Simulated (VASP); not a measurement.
# Ba2SeO (P4/mmm) in VASP: a series of runs

The runs below take Ba2SeO through single point, with PBE.

Program: VASP 6.6.1. These are calculated values, not measurements. Logs are shortened: lines on timing, memory, paths and dates and some standing lists are left out, and cuts for length are marked.

### Step 1. The cell of the first run

The structure is tetragonal, space group P4/mmm (No. 123). The conventional cell has a = 4.401 Å, b = 4.401 Å, c = 6.235 Å, α = 90.00°, β = 90.00°, γ = 90.00°. O (site symmetry 4/mmm) has 6 Ba at 3.11 to 3.12 Å within 4.1 Å. Within 4.1 Å of Ba (site symmetry 4/mmm) lie 4 Se at 3.11 Å and 2 O at 3.12 Å. Ba (site symmetry 4/mmm) has 4 O at 3.11 Å and 2 Se at 3.12 Å within 4.1 Å. Within 4.1 Å of Se (site symmetry 4/mmm) lie 6 Ba at 3.11 to 3.12 Å.

### Step 2. Single point, PBE

Input file INCAR:

```
  ALGO = Normal
  EDIFF = 1E-6
  ENCUT = 520
  GGA = PE
  ISIF = 2
  ISMEAR = 0
  LASPH = T
  LCHARG = F
  LREAL = F
  LWAVE = F
  NBANDS = 24
  NELM = 100
  PREC = Accurate
  SIGMA = 0.01
```

Input file KPOINTS:

```
k-points
0
Gamma
  6 6 4
```

Input file POSCAR:

```
Ba2SeO
1.0
    4.4010517887      0.0000000000      0.0000000000
    0.0000000000      4.4010517887      0.0000000000
    0.0000000000      0.0000000000      6.2351468621
O Ba Se
1 2 1
Direct
    0.0000000000      0.0000000000      0.0000000000
    0.0000000000      0.0000000000      0.5000000000
    0.5000000000      0.5000000000      0.0000000000
    0.5000000000      0.5000000000      0.5000000000
```

Potentials or basis: VASP PAW PBE potentials, release 64 (O, Ba_sv, Se).

Started as:

```
$ cat potpaw_PBE.64/O/POTCAR potpaw_PBE.64/Ba_sv/POTCAR potpaw_PBE.64/Se/POTCAR > POTCAR
$ mpirun -np 1 vasp_std > vasp.out
```

OUTCAR:

```text
EDIFF = 1E-6
   ENCUT = 520
   GGA = PE
   ISIF = 2
   ISMEAR = 0
   LASPH = T
   LREAL = F
   NELM = 100
   PREC = Accurate

 ion  position               nearest neighbor table
   1  0.000  0.000  0.000-   3 3.11   3 3.11   3 3.11   3 3.11   2 3.12   2 3.12
   2  0.000  0.000  0.500-   4 3.11   4 3.11   4 3.11   4 3.11   1 3.12   1 3.12   3 4.40   3 4.40
                             3 4.40   3 4.40   3 4.40   3 4.40   3 4.40   3 4.40
   3  0.500  0.500  0.000-   1 3.11   1 3.11   1 3.11   1 3.11   4 3.12   4 3.12   2 4.40   2 4.40
                             2 4.40   2 4.40   2 4.40   2 4.40   2 4.40   2 4.40
   4  0.500  0.500  0.500-   2 3.11   2 3.11   2 3.11   2 3.11   3 3.12   3 3.12

  LATTYP: Found a simple tetragonal cell.
 ALAT       =     4.4010517887
 C/A-ratio  =     1.4167401706

  Lattice vectors:

 A1 = (   4.4010517887,   0.0000000000,   0.0000000000)
 A2 = (   0.0000000000,   4.4010517887,   0.0000000000)
 A3 = (   0.0000000000,   0.0000000000,   6.2351468621)

Analysis of symmetry for initial positions (statically):
=====================================================================
 Subroutine PRICEL returns:
 Original cell was already a primitive cell.

 Routine SETGRP: Setting up the symmetry group for a
 simple tetragonal supercell.

 Subroutine GETGRP returns: Found 16 space group operations
 (whereof 16 operations were pure point group operations)
 out of a pool of 16 trial point group operations.

The static configuration has the point symmetry D_4h.

Analysis of symmetry for dynamics (positions and initial velocities):
=====================================================================
 Subroutine PRICEL returns:
 Original cell was already a primitive cell.

 Routine SETGRP: Setting up the symmetry group for a
 simple tetragonal supercell.

 Subroutine GETGRP returns: Found 16 space group operations
 (whereof 16 operations were pure point group operations)
 out of a pool of 16 trial point group operations.

The dynamic configuration has the point symmetry D_4h.

 Subroutine INISYM returns: Found 16 space group operations
 (whereof 16 operations are pure point group operations),
 and found     1 'primitive' translations

----------------------------------------------------------------------------------------

                                     Primitive cell

  volume of cell :     120.7702

  direct lattice vectors                    reciprocal lattice vectors
     4.401051789  0.000000000  0.000000000     0.227218412  0.000000000  0.000000000
     0.000000000  4.401051789  0.000000000     0.000000000  0.227218412  0.000000000
     0.000000000  0.000000000  6.235146862     0.000000000  0.000000000  0.160381146

  length of vectors
     4.401051789  4.401051789  6.235146862     0.227218412  0.227218412  0.160381146

  position of ions in fractional coordinates (direct lattice)
     0.000000000  0.000000000  0.000000000
     0.000000000  0.000000000  0.500000000
     0.500000000  0.500000000  0.000000000
     0.500000000  0.500000000  0.500000000

  ion indices of the primitive-cell ions
   primitive index   ion index
                 1           1
                 2           2
                 3           3
                 4           4

----------------------------------------------------------------------------------------

 KPOINTS: k-points

Automatic generation of k-mesh.
 Grid dimensions read from file:
 generate k-points for:    6    6    4

 Generating k-lattice:

  Cartesian coordinates                     Fractional coordinates (reciprocal lattice)
     0.037869735  0.000000000  0.000000000     0.166666667  0.000000000  0.000000000
     0.000000000  0.037869735  0.000000000     0.000000000  0.166666667  0.000000000
     0.000000000  0.000000000  0.040095287     0.000000000  0.000000000  0.250000000

  Length of vectors
     0.037869735  0.037869735  0.040095287

  Shift w.r.t. Gamma in fractional coordinates (k-lattice)
     0.000000000  0.000000000  0.000000000

 Subroutine IBZKPT returns following result:
 ===========================================

 Found     30 irreducible k-points:

 Following reciprocal coordinates:
            Coordinates               Weight
  0.000000  0.000000  0.000000      1.000000
  0.166667  0.000000  0.000000      4.000000
  0.333333  0.000000  0.000000      4.000000
  0.500000  0.000000  0.000000      2.000000
  0.166667  0.166667  0.000000      4.000000
  0.333333  0.166667  0.000000      8.000000
[... 16 lines left out ...]
  0.333333  0.000000  0.500000      4.000000
  0.500000  0.000000  0.500000      2.000000
 [... further k-points ...]
   k-points           NKPTS =     30   k-points in BZ     NKDIM =     30   number of bands    NBANDS=     24
   number of dos      NEDOS =    301   number of ions     NIONS =      4
   total plane-waves  NPLWV =  62208
   dimension x,y,z NGX =    36 NGY =   36 NGZ =   48
   dimension x,y,z NGXF=    72 NGYF=   72 NGZF=   96
[... 42 lines left out ...]
   LEPSILON=     F    determine dielectric tensor
   LRPA    =     F    only Hartree local field effects (RPA)
 non-spin polarized calculation
 Gauss-broadening in eV      SIGMA  =   0.01
  energy-cutoff  :      520.00
  volume of cell :      120.77
 maximum number of plane-waves:      3288
 NGX is ok and might be reduce to    36
   NGX = 17   NGY = 17   NGZ = 23

 number of electron      32.0000001 magnetization

 Free energy of the ion-electron system (eV)
  ---------------------------------------------------
  ext. energy  EPLUGINS =         0.00000000
  ---------------------------------------------------
  free energy    TOTEN  =       -20.14632793 eV

  energy without entropy =      -20.14632793  energy(sigma->0) =      -20.14632793

 E-fermi :   1.6376     XC(G=0):  -8.6721

 val. band max:        1.5263283759   @ k =   0.0000   0.0000   0.0000
 cond. band min:       2.9359861155   @ k =   0.0000   0.0000   0.0000
 fundamental gap:      1.4096577397
 Fermi energy:         1.6375963723

 k-point     1 :       0.0000    0.0000    0.0000
  band No.  band energies     occupation
      1     -25.1313      2.00000
      2     -25.0316      2.00000
      3     -12.9576      2.00000
      4     -10.7577      2.00000
      5     -10.3851      2.00000
      6     -10.3851      2.00000
[... 16 lines left out ...]
     23       6.0545      0.00000
     24       6.9608      0.00000

 k-point     2 :       0.1667    0.0000    0.0000
  band No.  band energies     occupation
      1     -25.1224      2.00000
      2     -25.0298      2.00000
      3     -12.9934      2.00000
      4     -10.9863      2.00000
      5     -10.7193      2.00000
      6     -10.3524      2.00000
[... 16 lines left out ...]
     23       6.7530      0.00000
     24       7.4426      0.00000

 k-point     3 :       0.3333    0.0000    0.0000
  band No.  band energies     occupation
      1     -25.1037      2.00000
      2     -25.0270      2.00000
      3     -13.0646      2.00000
      4     -11.4915      2.00000
      5     -10.6283      2.00000
      6     -10.2786      2.00000
[... 16 lines left out ...]
     23       7.0079      0.00000
     24       7.5400      0.00000

 k-point     4 :       0.5000    0.0000    0.0000
  band No.  band energies     occupation
      1     -25.0935      2.00000
      2     -25.0263      2.00000
      3     -13.1000      2.00000
      4     -11.6746      2.00000
      5     -10.5700      2.00000
      6     -10.2330      2.00000
[... 16 lines left out ...]
     23       6.8915      0.00000
     24       7.2390      0.00000

 k-point     5 :       0.1667    0.1667    0.0000
  band No.  band energies     occupation
      1     -25.1145      2.00000
      2     -25.0272      2.00000
      3     -13.0108      2.00000
      4     -11.1024      2.00000
      5     -10.6858      2.00000
      6     -10.4829      2.00000
[... 451 lines left out ...]
 k-point    22 :       0.1667    0.0000    0.5000
  band No.  band energies     occupation
      1     -25.1060      2.00000
      2     -25.0452      2.00000
      3     -13.0628      2.00000
      4     -11.5155      2.00000
      5     -10.3208      2.00000
      6     -10.3085      2.00000
[... 16 lines left out ...]
     23       6.8490      0.00000
     24       6.8992      0.00000

 k-point    23 :       0.3333    0.0000    0.5000
  band No.  band energies     occupation
      1     -25.0971      2.00000
      2     -25.0323      2.00000
      3     -13.1333      2.00000
      4     -11.8541      2.00000
      5     -10.2986      2.00000
      6     -10.2579      2.00000
[... 16 lines left out ...]
     23       7.4382      0.00000
     24       7.8467      0.00000

 k-point    24 :       0.5000    0.0000    0.5000
  band No.  band energies     occupation
      1     -25.0926      2.00000
      2     -25.0258      2.00000
      3     -13.1683      2.00000
      4     -11.9970      2.00000
      5     -10.2879      2.00000
      6     -10.2320      2.00000
[... 16 lines left out ...]
     23       7.5443      0.00000
     24       7.6925      0.00000

 [... further k-points ...]
[... 5 lines left out ...]
  --------------------------------------------------------------------------------------
  -------------------------------------------------------------------------------------
  Total        0.8308534      0.8308534      0.8390728      0.0000000     -0.0000000      0.0000000
  in kB       11.0223785     11.0223785     11.1314208      0.0000000     -0.0000000      0.0000000
  external PRESSURE =      11.0587259 kB  Pullay stress =       0.0000000 kB

 VOLUME and BASIS-vectors are now :
 -----------------------------------------------------------------------------
  energy-cutoff  :      520.00
  volume of cell :      120.77
      direct lattice vectors                 reciprocal lattice vectors
     4.401051789  0.000000000  0.000000000     0.227218412  0.000000000  0.000000000
     0.000000000  4.401051789  0.000000000     0.000000000  0.227218412  0.000000000
     0.000000000  0.000000000  6.235146862     0.000000000  0.000000000  0.160381146

 POSITION                                       TOTAL-FORCE (eV/Angst)
 -----------------------------------------------------------------------------------
      0.00000      0.00000      0.00000         0.000000      0.000000      0.000000
      0.00000      0.00000      3.11757         0.000000      0.000000      0.000000
      2.20053      2.20053      0.00000         0.000000      0.000000      0.000000
      2.20053      2.20053      3.11757         0.000000      0.000000      0.000000
 -----------------------------------------------------------------------------------
    total drift:                                0.000000      0.000000      0.000000

  FREE ENERGIE OF THE ION-ELECTRON SYSTEM (eV)
  ---------------------------------------------------
  free  energy   TOTEN  =       -20.1463279291 eV

  energy  without entropy=      -20.1463279291  energy(sigma->0) =      -20.14632793
```

It took 51 s on 1 thread of Intel Xeon 6975P-C (Granite Rapids), shared host; peak memory 0.28 GiB.

What came out:

```yaml
Free_energy: -20.1463 eV
Pressure: 1.1 GPa
Band_gap_on_the_k_mesh: 1.41 eV
```

Levels at points of the mesh, in eV from the valence-band top:
```
           k point  band 14  band 15  band 16  band 17  band 18  band 19
(0.00, 0.00, 0.00)    -0.05     0.00     0.00     1.41     2.44     3.50
(0.50, 0.00, 0.00)    -0.92    -0.55    -0.25     3.38     4.38     4.64
(0.50, 0.50, 0.00)    -0.09    -0.09    -0.03     1.58     1.58     4.34
(0.00, 0.00, 0.50)    -0.72    -0.06    -0.06     1.71     3.03     3.55
(0.50, 0.00, 0.50)    -0.90    -0.74    -0.61     4.29     4.65     5.09
(0.50, 0.50, 0.50)    -0.59    -0.24    -0.24     3.21     3.21     4.39
```

Caveat: spin-orbit coupling is left out, which moves the levels of the heavy elements.

### Step 3. Single point, PBE

This run uses another cell than the first one, of 30.45 Å³/atom.

Input file INCAR:

```
ALGO     = Normal         # electronic algorithm
EDIFF    = 1E-6           # SCF threshold, eV
ENCUT    = 520            # plane-wave cutoff, eV
GGA      = PE             # functional
ISIF     = 2              # what is computed and relaxed
ISMEAR   = 0              # smearing method
LASPH    = T              # aspherical terms in the spheres
LCHARG   = T              # write CHGCAR
LELF     = T              # ELF
LREAL    = F              # projectors in reciprocal space
LVHAR    = T            
LWAVE    = F              # write WAVECAR
NBANDS   = 24             # bands
NELM     = 100            # most SCF steps
PREC     = Accurate       # precision mode
SIGMA    = 0.01           # smearing width, eV
```

KPOINTS is that of step 2.

Input file POSCAR:

```
Ba2SeO
1.0
    4.4133204044      0.0000000000      0.0000000000
    0.0000000000      4.4133204044      0.0000000000
    0.0000000000      0.0000000000      6.2530757602
O Ba Se
1 2 1
Direct
    0.0000000000      0.0000000000      0.0000000000
    0.0000000000      0.0000000000      0.5000000000
    0.5000000000      0.5000000000      0.0000000000
    0.5000000000      0.5000000000      0.5000000000
```

Potentials or basis: VASP PAW PBE potentials, release 64 (O, Ba_sv, Se).

Started as:

```
$ cat potpaw_PBE.64/O/POTCAR potpaw_PBE.64/Ba_sv/POTCAR potpaw_PBE.64/Se/POTCAR > POTCAR
$ mpirun -np 1 vasp_std > vasp.out
```

Run time: 48 s. Hardware: 1 thread of Intel Xeon 6975P-C (Granite Rapids), shared host; peak memory 0.28 GiB.

Results (log left out):

| Quantity | Value |
| --- | --- |
| Free energy | -20.1524 eV |
| Pressure | 0.7 GPa |
| Band gap on the k mesh | 1.42 eV |

Levels at points of the mesh, in eV from the valence-band top:
| k point | band 12 | band 13 | band 14 | band 15 | band 16 | band 17 | band 18 | band 19 | band 20 | band 21 |
| --- | --- | --- | --- | --- | --- | --- | --- | --- | --- | --- |
| (0.00, 0.00, 0.00) | -0.63 | -0.63 | -0.05 | 0.00 | 0.00 | 1.42 | 2.40 | 3.49 | 3.49 | 3.77 |
| (0.50, 0.00, 0.00) | -1.95 | -1.14 | -0.91 | -0.54 | -0.25 | 3.37 | 4.34 | 4.61 | 4.74 | 4.75 |
| (0.50, 0.50, 0.00) | -0.96 | -0.72 | -0.09 | -0.09 | -0.03 | 1.59 | 1.59 | 4.30 | 5.36 | 5.99 |
| (0.00, 0.00, 0.50) | -0.77 | -0.77 | -0.72 | -0.06 | -0.06 | 1.72 | 3.02 | 3.51 | 4.25 | 4.49 |
| (0.50, 0.00, 0.50) | -2.50 | -2.06 | -0.89 | -0.73 | -0.60 | 4.26 | 4.62 | 5.05 | 5.40 | 5.61 |
| (0.50, 0.50, 0.50) | -1.13 | -1.13 | -0.59 | -0.25 | -0.25 | 3.20 | 3.20 | 4.36 | 4.36 | 5.05 |

Caveat: spin-orbit coupling is left out, which moves the levels of the heavy elements. A k mesh can miss the band edges.

### Step 4. Single point, PBE (31.36 Å³/atom)

This run uses another cell than the first one, of 31.36 Å³/atom.

Input file INCAR:

```
SYSTEM = Ba2SeO
  PREC = Accurate
  ENCUT = 520
  EDIFF = 1E-7
  ISMEAR = 0
  SIGMA = 0.01
  LREAL = .False.
  LASPH = .True.
  NELM = 80
  ALGO = Normal
  ISIF = 2
  LWAVE = .False.
  LCHARG = .False.
  GGA = PE
  NBANDS = 24
```

Input file KPOINTS:

```
regular mesh
0
Gamma
  6 6 4
  0 0 0
```

Input file POSCAR:

```
Ba2SeO
1.0
    4.4570194879      0.0000000000      0.0000000000
    0.0000000000      4.4570194879      0.0000000000
    0.0000000000      0.0000000000      6.3149914281
O Ba Se
1 2 1
Direct
    0.0000000000      0.0000000000      0.0000000000
    0.0000000000      0.0000000000      0.5000000000
    0.5000000000      0.5000000000      0.0000000000
    0.5000000000      0.5000000000      0.5000000000
```

Started as:

```
$ cat potpaw_PBE.64/O/POTCAR potpaw_PBE.64/Ba_sv/POTCAR potpaw_PBE.64/Se/POTCAR > POTCAR
$ mpirun -np 1 vasp_std > vasp.out
```

Wall time 54 s (1 thread of Intel Xeon 6975P-C (Granite Rapids), shared host); peak memory 0.29 GiB.

Results (log left out):

| Quantity | Value |
| --- | --- |
| Free energy | -20.1543 eV |
| Pressure | -0.6 GPa |
| Band gap on the k mesh | 1.43 eV |

Levels at points of the mesh, in eV from the valence-band top:
| k point | band 12 | band 13 | band 14 | band 15 | band 16 | band 17 | band 18 | band 19 | band 20 | band 21 |
| --- | --- | --- | --- | --- | --- | --- | --- | --- | --- | --- |
| (0.00, 0.00, 0.00) | -0.70 | -0.70 | -0.05 | 0.00 | 0.00 | 1.43 | 2.27 | 3.44 | 3.44 | 3.71 |
| (0.50, 0.00, 0.00) | -1.93 | -1.19 | -0.89 | -0.51 | -0.25 | 3.31 | 4.22 | 4.51 | 4.60 | 4.65 |
| (0.50, 0.50, 0.00) | -1.05 | -0.79 | -0.11 | -0.11 | -0.04 | 1.60 | 1.60 | 4.17 | 5.23 | 5.76 |
| (0.00, 0.00, 0.50) | -0.82 | -0.82 | -0.69 | -0.06 | -0.06 | 1.73 | 2.99 | 3.38 | 4.06 | 4.41 |
| (0.50, 0.00, 0.50) | -2.47 | -2.03 | -0.86 | -0.70 | -0.57 | 4.16 | 4.51 | 4.91 | 5.28 | 5.47 |
| (0.50, 0.50, 0.50) | -1.20 | -1.20 | -0.56 | -0.25 | -0.25 | 3.15 | 3.15 | 4.27 | 4.27 | 4.91 |

Caveat: spin-orbit coupling is left out, which moves the levels of the heavy elements. A k mesh can miss the band edges.

### Step 5. Single point, PBE (32.28 Å³/atom)

This run uses another cell than the first one, of 32.28 Å³/atom.

Input file INCAR:

```
PREC = Accurate ; ENCUT = 520
EDIFF = 1E-6 ; ISMEAR = 0
SIGMA = 0.01 ; LREAL = False
LASPH = True ; NELM = 80
ALGO = Normal ; ISIF = 2
LWAVE = False ; LCHARG = False
GGA = PE ; NBANDS = 24
```

Input file KPOINTS:

```
regular mesh
0
Gamma
  6 6 4
```

Input file POSCAR:

```
Ba2SeO
1.0
    4.4998780737      0.0000000000      0.0000000000
    0.0000000000      4.4998780737      0.0000000000
    0.0000000000      0.0000000000      6.3757162247
O Ba Se
1 2 1
Direct
    0.0000000000      0.0000000000      0.0000000000
    0.0000000000      0.0000000000      0.5000000000
    0.5000000000      0.5000000000      0.0000000000
    0.5000000000      0.5000000000      0.5000000000
```

Started as:

```
$ cat potpaw_PBE.64/O/POTCAR potpaw_PBE.64/Ba_sv/POTCAR potpaw_PBE.64/Se/POTCAR > POTCAR
$ mpirun -np 1 vasp_std > vasp.out
```

Run time: 52 s. Hardware: 1 thread of Intel Xeon 6975P-C (Granite Rapids), shared host; peak memory 0.29 GiB.

The run converged. Its results:

```yaml
Free_energy: -20.1291 eV
Pressure: -1.7 GPa
Band_gap_on_the_k_mesh: 1.45 eV
```

Levels at points of the mesh, in eV from the valence-band top:
```tsv
k point	band 12	band 13	band 14	band 15	band 16	band 17	band 18	band 19	band 20	band 21
(0.00, 0.00, 0.00)	-0.75	-0.75	-0.05	0.00	0.00	1.45	2.14	3.39	3.39	3.65
(0.50, 0.00, 0.00)	-1.91	-1.24	-0.86	-0.48	-0.25	3.26	4.10	4.41	4.46	4.57
(0.50, 0.50, 0.00)	-1.12	-0.85	-0.11	-0.11	-0.04	1.61	1.61	4.04	5.11	5.54
(0.00, 0.00, 0.50)	-0.87	-0.87	-0.67	-0.06	-0.06	1.74	2.95	3.25	3.89	4.32
(0.50, 0.00, 0.50)	-2.44	-2.01	-0.83	-0.67	-0.54	4.06	4.40	4.77	5.16	5.34
(0.50, 0.50, 0.50)	-1.27	-1.27	-0.54	-0.26	-0.26	3.11	3.11	4.18	4.18	4.77
```

Caveat: spin-orbit coupling is left out, which moves the levels of the heavy elements. A k mesh can miss the band edges.

### Step 6. The runs side by side

| cell | gap on the mesh (eV) | pressure (GPa) |
| --- | --- | --- |
| a = 4.401, b = 4.401, c = 6.235 Å, 4 atoms | 1.41 | 1.1 |
| a = 4.413, b = 4.413, c = 6.253 Å, 4 atoms | 1.42 | 0.7 |
| a = 4.457, b = 4.457, c = 6.315 Å, 4 atoms | 1.43 | -0.6 |
| a = 4.500, b = 4.500, c = 6.376 Å, 4 atoms | 1.45 | -1.7 |

Alike in all rows: task single point; level PBE; potentials or basis VASP PAW PBE potentials, release 64 (O, Ba_sv, Se); no spin polarisation; k mesh 6 × 6 × 4; cutoff (eV) 520; smearing gaussian 0.01 eV.

Caveats: spin-orbit coupling is left out, which moves the levels of the heavy elements.

Absolute energies hang on the potentials; compare differences alone.
